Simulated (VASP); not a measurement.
A run of VASP 6.6.1:

File INCAR:

```
SYSTEM = TiSnS4
PREC = Accurate
ENCUT = 520
EDIFF = 1E-6
ISMEAR = 0
SIGMA = 0.15
LREAL = .FALSE.
LASPH = .TRUE.
NELM = 150
ALGO = Normal
ISIF = 2
LWAVE = .FALSE.
LCHARG = .TRUE.
ISPIN = 2
MAGMOM = 1 0 0 0 0 0
LORBIT = 11
LMAXMIX = 4
GGA = PE
LELF = .TRUE.
LVHAR = .TRUE.
NBANDS = 38
```

Contents of KPOINTS:

```
regular mesh
0
G
  2 2 3
  0 0 0
```

POSCAR

```
TiSnS4
1.0
    4.1999957459     -4.1607558494      0.0000000000
    4.1999957459      4.1607558494      0.0000000000
    0.0000000000      0.0000000000      3.7761091569
Ti Sn S
1 1 4
Direct
    0.5000000000      0.5000000000      0.5000000000
    0.0000000000      0.0000000000      0.0000000000
    0.3169514870      0.3169514870      0.0000000000
    0.2052222078      0.7947777922      0.5000000000
    0.7947777922      0.2052222078      0.5000000000
    0.6830485130      0.6830485130      0.0000000000
```

Potentials or basis: VASP PAW PBE potentials, release 64 (Ti_sv, Sn_d, S).

Command:

```sh
$ cat potpaw_PBE.64/Ti_sv/POTCAR potpaw_PBE.64/Sn_d/POTCAR potpaw_PBE.64/S/POTCAR > POTCAR
$ mpirun -np 1 vasp_std > vasp.out
```

Hardware: 1 thread of Intel Xeon 8259CL, on a shared host.

Task: Estimate the wall time of this run.

Result: It took 2.1 min on 1 thread of Intel Xeon 8259CL (shared host), peak memory 0.3 GiB. Counts: scf iterations 15, k points 6.
